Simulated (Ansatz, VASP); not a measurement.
# Sc4Te: VASP beside Ansatz

```
CELL_PARAMETERS angstrom
5.04010 0.00000 0.00000
-2.52005 4.36485 0.00000
0.00000 0.00000 5.47367
ATOMIC_POSITIONS crystal
Sc 0.00000 0.00000 0.50000
Sc 0.50000 0.00000 0.00000
Sc 0.00000 0.50000 0.00000
Sc 0.50000 0.50000 0.00000
Te 0.00000 0.00000 0.00000
```

Alike in both runs: task single point; functional PBE; k mesh 6 × 6 × 4; occupations gaussian, width 0.1 eV; no spin polarisation.

```csv
,VASP,Ansatz
version,VASP 6.6.1,Ansatz 0.2.0
potentials or method,"VASP PAW PBE potentials, release 64 (Sc_sv, Te), cutoff 520 eV","scalar-relativistic, plane waves, PAW"
valence electrons in the cell,50,60
```

|  | VASP | Ansatz | Ansatz less VASP |
| --- | --- | --- | --- |
| gap on the k mesh at the Fermi level (eV) | none | none | - |
| pressure (GPa) | 27.5 | 27.1 | -0.31 |
| traceless stress, the component that is largest in VASP (GPa) | -26.85 | -26.65 | +0.203 |

A gap of «none» marks a metal or a gap that the smearing closes. With one functional, cell and mesh, what is left measures potentials, basis and numerics. VASP's potentials hold 50 valence electrons a cell and Ansatz's 60, so a difference there can come from the potentials and not from the codes.

Neither program's run includes spin-orbit coupling.
